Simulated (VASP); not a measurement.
## Cd: single point with LDA

The system is Cd.

```
Cd
1.0
     4.31712    0.00000    0.00000
     0.00000    4.31712    0.00000
     0.00000    0.00000    4.31712
Cd
4
Direct
  0.00000 0.00000 0.00000
  0.00000 0.50000 0.50000
  0.50000 0.00000 0.50000
  0.50000 0.50000 0.00000
```

This isn't the form of Cd at room conditions, which is hcp.

* Program: VASP 6.6.1
* Task: single point
* Functional: LDA
* Potentials or basis: VASP PAW LDA potentials, release 64 (Cd)
* Cutoff: 500 eV
* k mesh: 4 × 4 × 4
* Occupations: fermi-dirac, width 0.05 eV
* Spin: no spin polarisation

* Pressure: 0.6 GPa
* Band gap on the k mesh: zero (bands 24 and 25 overlap by 3.34 eV)

Levels at points of the mesh, in eV from the Fermi level:
```
           k point  band 22  band 23  band 24  band 25  band 26  band 27
(0.00, 0.00, 0.00)    -0.84    -0.84    -0.84     1.87     1.87     1.87
(0.50, 0.00, 0.00)    -6.72     2.33     2.33     2.33     2.33     2.52
(0.50, 0.50, 0.00)    -4.08    -4.08    -4.08     5.04     5.04     5.04
(0.50, 0.50, 0.50)    -2.45    -2.45    -2.45    -1.01    -1.01    -1.01
```

It took 20 s on 1 thread of Intel Xeon 8259CL, with other jobs on the host, peak memory 0.15 GiB.

Caveat: the k points lie up to 0.36 Å⁻¹ apart, too coarse for converged energies and pressures of a metal.
